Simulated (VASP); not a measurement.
# Ta (Cmcm) in VASP: further runs

Runs on Ta. Level: PBEsol. Tasks: single point.

Program: VASP 6.6.1. These are calculated values, not measurements. Logs are shortened: lines on timing, memory, paths and dates and some standing lists are left out, and cuts for length are marked.

### 1 The cell of the first run

It takes space group Cmcm (No. 63, orthorhombic). Conventional cell: a = 3.303 Å, b = 4.671 Å, c = 4.671 Å, α = 90.00°, β = 90.00°, γ = 90.00°. Ta (site symmetry m2m) has 14 Ta at 2.86 to 3.37 Å within 3.8 Å.

### 2 Single point, PBEsol (atoms displaced along a vibrational mode)

Input file INCAR:

```
PREC = Accurate
ENCUT = 520
EDIFF = 1E-6
ISMEAR = 0
SIGMA = 0.15
LREAL = False
LASPH = True
NELM = 60
ALGO = Fast
ISIF = 2
LWAVE = False
LCHARG = False
GGA = PS
NBANDS = 18
```

Input file KPOINTS:

```
regular mesh
0
Gamma
  18 18 10
```

Input file POSCAR:

```
Ta
1.0
   -1.6512800000      1.6512800000      1.6512800000
    1.6512800000     -1.6512800000      1.6512800000
    3.3025600000      3.3025600000      0.0000000000
Ta
2
Direct
    0.0096348909     -0.0096348909      0.0000000000
    0.4903651091      0.5096348909      0.5000000000
```

Potentials or basis: VASP PAW PBE potentials, release 64 (Ta_pv).

Launch:

```
> cat potpaw_PBE.64/Ta_pv/POTCAR > POTCAR
> mpirun -np 1 vasp_std > vasp.out
```

OUTCAR:

```text
PREC = Accurate
   ENCUT = 520
   EDIFF = 1E-6
   ISMEAR = 0
   LREAL = False
   LASPH = True
   NELM = 60
   ISIF = 2
   GGA = PS

 ion  position               nearest neighbor table
   1  0.010  0.990  0.000-   2 2.86   2 2.86   2 2.86   2 2.86   2 3.24   2 3.24   2 3.37   2 3.37

   2  0.490  0.510  0.500-   1 2.86   1 2.86   1 2.86   1 2.86   1 3.24   1 3.24   1 3.37   1 3.37

  LATTYP: Found a base centered orthorhombic cell.
 ALAT       =     3.3025600000
 B/A-ratio  =     1.4142135624
 C/A-ratio  =     1.4142135624

  Lattice vectors:

 A1 = (  -1.6512800000,   1.6512800000,   1.6512800000)
 A2 = (   1.6512800000,  -1.6512800000,   1.6512800000)
 A3 = (   3.3025600000,   3.3025600000,   0.0000000000)

Analysis of symmetry for initial positions (statically):
=====================================================================
 Subroutine PRICEL returns:
 Original cell was already a primitive cell.

 Routine SETGRP: Setting up the symmetry group for a
 base centered orthorhombic supercell.

 Subroutine GETGRP returns: Found  8 space group operations
 (whereof  4 operations were pure point group operations)
 out of a pool of  8 trial point group operations.

The static configuration has the point symmetry C_2v.
 The point group associated with its full space group is D_2h.

Analysis of symmetry for dynamics (positions and initial velocities):
=====================================================================
 Subroutine PRICEL returns:
 Original cell was already a primitive cell.

 Routine SETGRP: Setting up the symmetry group for a
 base centered orthorhombic supercell.

 Subroutine GETGRP returns: Found  8 space group operations
 (whereof  4 operations were pure point group operations)
 out of a pool of  8 trial point group operations.

The dynamic configuration has the point symmetry C_2v.
 The point group associated with its full space group is D_2h.

 Subroutine INISYM returns: Found  8 space group operations
 (whereof  4 operations are pure point group operations),
 and found     1 'primitive' translations

----------------------------------------------------------------------------------------

                                     Primitive cell

  volume of cell :      36.0207

  direct lattice vectors                    reciprocal lattice vectors
    -1.651280000  1.651280000  1.651280000    -0.151397704  0.151397704  0.302795407
     1.651280000 -1.651280000  1.651280000     0.151397704 -0.151397704  0.302795407
     3.302560000  3.302560000  0.000000000     0.151397704  0.151397704  0.000000000

  length of vectors
     2.860100858  2.860100858  4.670525143     0.370847122  0.370847122  0.214108686

  position of ions in fractional coordinates (direct lattice)
     0.009634891  0.990365109  0.000000000
     0.490365109  0.509634891  0.500000000

  ion indices of the primitive-cell ions
   primitive index   ion index
                 1           1
                 2           2

----------------------------------------------------------------------------------------

 KPOINTS: regular mesh

Automatic generation of k-mesh.
 Grid dimensions read from file:
 generate k-points for:   18   18   10

 Generating k-lattice:

  Cartesian coordinates                     Fractional coordinates (reciprocal lattice)
    -0.008410984  0.008410984  0.016821967     0.055555556  0.000000000  0.000000000
     0.008410984 -0.008410984  0.016821967     0.000000000  0.055555556  0.000000000
     0.015139770  0.015139770  0.000000000     0.000000000  0.000000000  0.100000000

  Length of vectors
     0.020602618  0.020602618  0.021410869

  Shift w.r.t. Gamma in fractional coordinates (k-lattice)
     0.000000000  0.000000000  0.000000000

 Subroutine IBZKPT returns following result:
 ===========================================

 Found    546 irreducible k-points:

 Following reciprocal coordinates:
            Coordinates               Weight
  0.000000  0.000000  0.000000      1.000000
  0.055556  0.000000  0.000000      4.000000
  0.111111  0.000000  0.000000      4.000000
  0.166667  0.000000  0.000000      4.000000
  0.222222  0.000000  0.000000      4.000000
  0.277778  0.000000  0.000000      4.000000
[... 16 lines left out ...]
 -0.277778  0.055556  0.000000      4.000000
 -0.222222  0.055556  0.000000      4.000000
 [... further k-points ...]
   k-points           NKPTS =    546   k-points in BZ     NKDIM =    546   number of bands    NBANDS=     18
   number of dos      NEDOS =    301   number of ions     NIONS =      2
   total plane-waves  NPLWV =  20736
   dimension x,y,z NGX =    24 NGY =   24 NGZ =   36
   dimension x,y,z NGXF=    48 NGYF=   48 NGZF=   72
   ions per type =               2
   NGX,Y,Z   is equivalent  to a cutoff of  13.95, 13.95, 12.81 a.u.
   NGXF,Y,Z  is equivalent  to a cutoff of  27.90, 27.90, 25.63 a.u.
 SYSTEM =  unknown system
   PREC   = accura    normal or accurate (medium, high low for compatibility)
   ISTART =      0    job   : 0-new  1-cont  2-samecut
   ICHARG =      2    charge: 1-file 2-atom 10-const
   ISPIN  =      1    spin polarized calculation?
   LNONCOLLINEAR =      F non collinear calculations
   LSORBIT =      F    spin-orbit coupling
   LASPH  =      T    aspherical Exc in radial PAW
   ENCUT  =  520.0 eV  38.22 Ry    6.18 a.u.   5.32  5.32  8.68*2*pi/ulx,y,z
   NELM   =     60;   NELMIN=  2; NELMDL= -5     # of ELM steps
   EDIFF  = 0.1E-05   stopping-criterion for ELM
   LREAL  =      F    real-space projection
   EDIFFG = 0.1E-04   stopping-criterion for IOM
   NSW    =      0    number of steps for IOM
   IBRION =     -1    ionic relax: 0-MD 1-quasi-New 2-CG
   NFREE  =      0    steps in history (QN), initial steepest desc. (CG)
   ISIF   =      2    stress and relaxation
   ISYM   =      2    0-nonsym 1-usesym 2-fastsym
   POTIM  = 0.5000    time-step for ionic-motion
   TEBEG  =    0.0;   TEEND  =   0.0 temperature during run
   PSTRESS=    0.0 pullay stress
   NELECT =      22.0000    total number of electrons
   NUPDOWN=      -1.0000    fix difference up-down
   EMIN   =  10.00;   EMAX   =-10.00  energy-range for DOS
   EFERMI =   0.00;   METHOD = LEGACY
   ISMEAR =     0;   SIGMA  =   0.15  broadening in eV -4-tet -1-fermi 0-gaus
   EFERMI_NEDOS =   21; number of points for ismear=-14 and -15
   IALGO  =     68    algorithm
   IMIX   =      4    mixing-type and parameters
     AMIX     =   0.40;   BMIX     =  1.00
     AMIX_MAG =   1.60;   BMIX_MAG =  1.00
  volume/ion in A,a.u.               =      18.01       121.54
  Fermi-wavevector in a.u.,A,eV,Ry     =   1.388988  2.624806 26.249534  1.929286
  Thomas-Fermi vector in A             =   2.513061
   LORBIT       =      0    0 simple, 1 ext, 2 COOP (PROOUT), +10 PAW based schemes
   GGA     = PS    functional components
   LHFCALC =     F    Hartree Fock is set to
   AEXX    =    0.0000 exact exchange contribution
   IVDW    =     0    specifies the selected vdW correction
   LEPSILON=     F    determine dielectric tensor
   LRPA    =     F    only Hartree local field effects (RPA)
 non-spin polarized calculation
 RMM-DIIS sequential band-by-band and
 Gauss-broadening in eV      SIGMA  =   0.15
  energy-cutoff  :      520.00
  volume of cell :       36.02
 maximum number of plane-waves:       992
 NGX is ok and might be reduce to    24
   NGX = 11   NGY = 11   NGZ = 17

 number of electron      22.0000006 magnetization

 Free energy of the ion-electron system (eV)
  ---------------------------------------------------
  ext. energy  EPLUGINS =         0.00000000
  ---------------------------------------------------
  free energy    TOTEN  =       -25.09870451 eV

  energy without entropy =      -25.06914978  energy(sigma->0) =      -25.08392715

 E-fermi :   5.3366     XC(G=0): -12.7283

 val. band max:        5.3363963703   @ k =  -0.3333   0.2222   0.3000
 cond. band min:       5.3378446427   @ k =  -0.3889   0.3333   0.1000
 fundamental gap:      0.0014482725
 Fermi energy:         5.3365603684

 k-point     1 :       0.0000    0.0000    0.0000
  band No.  band energies     occupation
      1     -28.8823      2.00000
      2     -28.0830      2.00000
      3     -27.7128      2.00000
      4     -27.7041      2.00000
      5     -27.7019      2.00000
      6     -27.7014      2.00000
[... 10 lines left out ...]
     17      10.2453      0.00000
     18      13.0716      0.00000

 k-point     2 :       0.0556    0.0000    0.0000
  band No.  band energies     occupation
      1     -28.8709      2.00000
      2     -28.0936      2.00000
      3     -27.7327      2.00000
      4     -27.7283      2.00000
      5     -27.7080      2.00000
      6     -27.7045      2.00000
[... 10 lines left out ...]
     17      10.3469      0.00000
     18      13.1997      0.00000

 k-point     3 :       0.1111    0.0000    0.0000
  band No.  band energies     occupation
      1     -28.8371      2.00000
      2     -28.1289      2.00000
      3     -27.8178      2.00000
      4     -27.7660      2.00000
      5     -27.7263      2.00000
      6     -27.7113      2.00000
[... 10 lines left out ...]
     17      10.5108      0.00000
     18      13.6096      0.00000

 k-point     4 :       0.1667    0.0000    0.0000
  band No.  band energies     occupation
      1     -28.7826      2.00000
      2     -28.1965      2.00000
      3     -27.9466      2.00000
      4     -27.8075      2.00000
      5     -27.7571      2.00000
      6     -27.7222      2.00000
[... 375 lines left out ...]
      4     -27.8692      2.00000
      5     -27.8653      2.00000
      6     -27.7761      2.00000
[... 10 lines left out ...]
     17      10.0455      0.00000
     18      14.4265      0.00000

 k-point    23 :      -0.2778    0.0556    0.0000
  band No.  band energies     occupation
      1     -28.6676      2.00000
      2     -28.3978      2.00000
      3     -28.2482      2.00000
      4     -27.8592      2.00000
      5     -27.8081      2.00000
      6     -27.7564      2.00000
[... 10 lines left out ...]
     17      10.4219      0.00000
     18      14.8674      0.00000

 k-point    24 :      -0.2222    0.0556    0.0000
  band No.  band energies     occupation
      1     -28.7456      2.00000
      2     -28.2813      2.00000
      3     -28.0875      2.00000
      4     -27.8441      2.00000
      5     -27.7612      2.00000
      6     -27.7400      2.00000
[... 10 lines left out ...]
     17      10.7573      0.00000
     18      14.7207      0.00000

 [... further k-points ...]

------------------------ aborting loop because EDIFF is reached ----------------------------------------

  FORCE on cell =-STRESS in cart. coord.  units (eV):
  Direction    XX          YY          ZZ          XY          YZ          ZX
  --------------------------------------------------------------------------------------
  -------------------------------------------------------------------------------------
  Total       -0.8245029     -0.8245029     -0.8162455      0.0229865      0.0000000     -0.0000000
  in kB      -36.6733513    -36.6733513    -36.3060693      1.0224243      0.0000000     -0.0000000
  external PRESSURE =     -36.5509240 kB  Pullay stress =       0.0000000 kB

 VOLUME and BASIS-vectors are now :
 -----------------------------------------------------------------------------
  energy-cutoff  :      520.00
  volume of cell :       36.02
      direct lattice vectors                 reciprocal lattice vectors
    -1.651280000  1.651280000  1.651280000    -0.151397704  0.151397704  0.302795407
     1.651280000 -1.651280000  1.651280000     0.151397704 -0.151397704  0.302795407
     3.302560000  3.302560000  0.000000000     0.151397704  0.151397704  0.000000000

 POSITION                                       TOTAL-FORCE (eV/Angst)
 -----------------------------------------------------------------------------------
      1.61946     -1.61946      1.65128         0.173873     -0.173873      0.000000
      1.68310      1.61946      1.65128        -0.173873      0.173873      0.000000
 -----------------------------------------------------------------------------------
    total drift:                               -0.000000     -0.000000      0.000000

  FREE ENERGIE OF THE ION-ELECTRON SYSTEM (eV)
  ---------------------------------------------------
  free  energy   TOTEN  =       -25.0987045072 eV

  energy  without entropy=      -25.0691497841  energy(sigma->0) =      -25.08392715
```

Wall time 2.4 min (1 thread of Intel Xeon 6975P-C (Granite Rapids), shared host); peak memory 0.38 GiB.

What came out:

```
Free energy            : -25.0987 eV
Pressure               : -3.7 GPa
Largest force          : 0.246 eV/Å
Band gap on the k mesh : zero (bands 11 and 12 overlap by 2.89 eV)
```

Forces on the atoms (eV/Å):
```
Ta   0.174 -0.174  0.000
Ta  -0.174  0.174  0.000
```

Stress tensor (GPa, compression positive):
```
-3.67  0.10  0.00
 0.10 -3.67  0.00
 0.00  0.00 -3.63
```

Caveat: the cell differs from its parent crystal (atoms displaced along a vibrational mode); the cell stands under tension; the PAW data sets were made with another functional, which shifts forces and pressure a little; spin-orbit coupling is left out, which moves the levels of the heavy elements.

### 3 Single point, PBEsol (atoms displaced along a vibrational mode)

Input file INCAR:

```
SYSTEM = Ta
ALGO = Fast ; EDIFF = 1E-7
ENCUT = 520 ; GGA = PS
ISIF = 2 ; ISMEAR = 0
LASPH = .TRUE. ; LCHARG = .TRUE.
LELF = .TRUE. ; LREAL = .FALSE.
LVHAR = .TRUE. ; LWAVE = .FALSE.
NBANDS = 18 ; NELM = 60
PREC = Accurate ; SIGMA = 0.15
```

Input file KPOINTS:

```
k-points
0
G
  18 18 10
  0 0 0
```

Input file POSCAR:

```
Ta
1.0
   -1.6512800000      1.6512800000      1.6512800000
    1.6512800000     -1.6512800000      1.6512800000
    3.3025600000      3.3025600000      0.0000000000
Ta
2
Direct
    0.0032116303     -0.0032116303      0.0000000000
    0.4967883697      0.5032116303      0.5000000000
```

Potentials or basis: VASP PAW PBE potentials, release 64 (Ta_pv).

Launch:

```
> cat potpaw_PBE.64/Ta_pv/POTCAR > POTCAR
> mpirun -np 1 vasp_std > vasp.out
```

Run time: 3.5 min. Hardware: 1 thread of Intel Xeon 6975P-C (Granite Rapids), shared host; peak memory 0.38 GiB.

The run converged. Its results:

* Free energy: -25.1085 eV
* Pressure: -3.7 GPa
* Largest force: 0.082 eV/Å
* Band gap on the k mesh: zero (bands 11 and 12 overlap by 2.97 eV)

Forces in eV/Å, atoms in the order of the input:
```
Ta   0.058 -0.058  0.000
Ta  -0.058  0.058  0.000
```

Stress tensor (GPa, compression positive):
```
-3.73  0.13  0.00
 0.13 -3.73  0.00
 0.00  0.00 -3.75
```

Levels at points of the mesh, in eV from the Fermi level:
| k point | band 9 | band 10 | band 11 | band 12 | band 13 | band 14 |
| --- | --- | --- | --- | --- | --- | --- |
| (0.00, 0.00, 0.00) | -1.56 | 0.72 | 0.72 | 0.72 | 1.61 | 3.87 |
| (0.50, 0.00, 0.00) | -1.50 | -1.37 | -0.62 | -0.50 | 3.45 | 3.74 |
| (0.50, 0.50, 0.00) | -3.81 | -1.56 | 1.61 | 3.87 | 4.88 | 6.84 |
| (0.00, 0.00, 0.50) | -0.57 | -0.57 | -0.10 | -0.10 | 3.33 | 3.33 |
| (0.50, 0.00, 0.50) | -1.56 | -1.56 | 1.61 | 1.61 | 3.87 | 3.87 |
| (0.50, 0.50, 0.50) | -1.90 | -1.90 | 1.11 | 1.11 | 1.72 | 1.72 |

Caveat: the cell differs from its parent crystal (atoms displaced along a vibrational mode); the cell stands under tension; the PAW data sets were made with another functional, which shifts forces and pressure a little; spin-orbit coupling is left out, which moves the levels of the heavy elements.
